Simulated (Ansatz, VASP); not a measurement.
## PbSe: VASP beside Ansatz

File INCAR:

```
SYSTEM = PbSe
PREC = Accurate ; ENCUT = 520
EDIFF = 1E-6 ; ISMEAR = 0
SIGMA = 0.03 ; LREAL = .FALSE.
LASPH = .TRUE. ; NELM = 60
ALGO = Normal ; ISIF = 2
LWAVE = .FALSE. ; LCHARG = .FALSE.
GGA = PE ; IVDW = 12
NBANDS = 17
```

File KPOINTS:

```
regular mesh
0
G
  10 10 10
  0 0 0
```

File POSCAR:

```
PbSe
1.0
    0.0000000000      3.2239829744      2.9757362853
    3.2239829744      0.0000000000      2.9757362853
    3.2239829744      3.2239829744      0.0000000000
Pb Se
1 1
Direct
    0.0000000000      0.0000000000      0.0000000000
    0.5000000000      0.5000000000      0.5000000000
```

Input for Ansatz:

```yaml
crystal:
  lattice:
    - [0.0, 3.2239829744, 2.9757362853]
    - [3.2239829744, 0.0, 2.9757362853]
    - [3.2239829744, 3.2239829744, 0.0]
  atoms:
    - { symbol: Pb, position: [0.0, 0.0, 0.0] }
    - { symbol: Se, position: [0.5, 0.5, 0.5] }
basis:
  ecutwfc: 420
kpoints:
  mp_grid: { grid: [10, 10, 10] }
hamiltonian:
  xc: pbe
  dispersion: d3bj
scf:
  occupations: { method: gaussian, width: 0.03 }
output:
  forces: true
  stress: true
  eigenvalues: true
```

Alike in both runs: task single point; functional PBE; dispersion D3(BJ); k mesh 10 × 10 × 10; occupations gaussian, width 0.03 eV; no spin polarisation.

|  | VASP | Ansatz |
| --- | --- | --- |
| version | VASP 6.6.1 | Ansatz 0.2.0 |
| potentials or method | VASP PAW PBE potentials, release 64 (Pb_d, Se), cutoff 520 eV | scalar-relativistic, plane waves, PAW |
| valence electrons in the cell | 20 | 30 |

VASP gave:

```
gap on the k mesh at the Fermi level (eV)                     : 0.35
least direct gap on the mesh (eV)                             : 0.35
pressure (GPa)                                                : -1.9
traceless stress, the component that is largest in VASP (GPa) : 5.61
```

Q: What did Ansatz give for the same quantities?

A: gap on the k mesh at the Fermi level (eV): 0.34; least direct gap on the mesh (eV): 0.34; pressure (GPa): -1.9; traceless stress, the component that is largest in VASP (GPa): 5.60.

VASP's potentials hold 20 valence electrons a cell and Ansatz's 30, so a difference there can come from the potentials and not from the codes. Ansatz's warnings: dispersion switch in reach.

Spin-orbit coupling is off throughout.
